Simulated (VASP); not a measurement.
Set up this calculation in VASP 6.6.1, as the native input.

| Quantity | Value |
| --- | --- |
| Task | single point |
| Functional | r2SCAN |
| Potentials or basis | VASP PAW PBE potentials, release 64 (Al, Cu) |
| Cutoff | 520 eV |
| k mesh | 18 × 18 × 8 |
| Occupations | gaussian, width 0.1 eV |
| Spin | no spin polarisation |
| Dipole correction | no |
| Further INCAR settings | ALGO = Normal; EDIFF = 1e-06; NBANDS = 18 |

Al3Cu:

```xyz
4
Lattice="2.8293 0.0000 0.0000 0.0000 2.8293 0.0000 0.0000 0.0000 7.5025" Properties=species:S:1:pos:R:3 pbc="T T T"
Al    0.0000    0.0000    3.7512
Al    1.4146    1.4146    1.6631
Al    1.4146    1.4146    5.8394
Cu    0.0000    0.0000    0.0000
```

This cell differs from its parent crystal: biaxial strain in the a-b plane: +2.0 %, then relaxed in part.

These files were run (other wordings do the same):

POSCAR

```
Al3Cu
1.0
    2.8292564811      0.0000000000      0.0000000000
    0.0000000000      2.8292564811      0.0000000000
    0.0000000000      0.0000000000      7.5024806290
Al Cu
3 1
Direct
    0.0000000000      0.0000000000      0.5000000000
    0.5000000000      0.5000000000      0.2216743630
    0.5000000000      0.5000000000      0.7783256370
    0.0000000000      0.0000000000      0.0000000000
```

INCAR.step1

```
PREC = Accurate ; ENCUT = 520
ISMEAR = 0 ; SIGMA = 0.1
LREAL = F ; LASPH = T
NELM = 60 ; NBANDS = 18
GGA = PE ; ALGO = Normal
EDIFF = 1E-4 ; LWAVE = T
LCHARG = F
```

INCAR.step2

```
PREC = Accurate ; ENCUT = 520
EDIFF = 1E-6 ; ISMEAR = 0
SIGMA = 0.1 ; LREAL = F
LASPH = T ; NELM = 60
ALGO = Normal ; ISIF = 2
LWAVE = F ; LCHARG = F
METAGGA = R2SCAN ; LMIXTAU = T
NBANDS = 18 ; ISTART = 1
```

KPOINTS

```
Automatic mesh
0
Gamma
  18 18 8
```

Potentials or basis: VASP PAW PBE potentials, release 64 (Al, Cu).

Command:

```console
$ cat potpaw_PBE.64/Al/POTCAR potpaw_PBE.64/Cu/POTCAR > POTCAR
$ cp INCAR.step1 INCAR
$ mpirun -np 1 vasp_std > vasp.out
$ cp INCAR.step2 INCAR
$ mpirun -np 1 vasp_std > vasp.out
```

Results of the run:

```json
{
  "Pressure": "-3.0 GPa",
  "Largest force": "0.018 eV/Å",
  "Band gap on the k mesh": "zero (bands 10 and 11 overlap by 6.95 eV)"
}
```

Caveat: the cell differs from its parent crystal (biaxial strain in the a-b plane: +2.0 %, then relaxed in part); the cell stands under tension; the PAW data sets were made with another functional, which shifts forces and pressure a little.

Run time: 26 min on 1 thread of Oxide Virtual Turin-like Processor, on a shared host, peak memory 0.36 GiB.
